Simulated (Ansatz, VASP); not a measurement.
# B: VASP beside Ansatz

```xyz
1
Lattice="1.7080 0.0000 0.0000 -0.8540 1.4792 0.0000 0.0000 0.0000 3.5178" Properties=species:S:1:pos:R:3 pbc="T T T"
B     0.0000    0.0000    0.0000
```

Alike in both runs: functional PBEsol; k mesh 36 × 36 × 16; occupations gaussian, width 0.1 eV; no spin polarisation.

Ansatz relaxed the structure, and its values are those at the end. VASP's run is a single point on that final structure, the one shown.

|  | VASP | Ansatz |
| --- | --- | --- |
| version | VASP 6.6.1 | Ansatz 0.2.0 |
| potentials or method | VASP PAW PBE potentials, release 64 (B), cutoff 520 eV | scalar-relativistic, plane waves, PAW |
| valence electrons in the cell | 3 | 3 |

```tsv
	VASP	Ansatz	Ansatz less VASP
gap on the k mesh at the Fermi level (eV)	none	none	-
pressure (GPa)	0.2	0.0	-0.20
```

VASP's potentials were made for PBE, not for PBEsol. A gap of «none» marks a metal or a gap that the smearing closes.
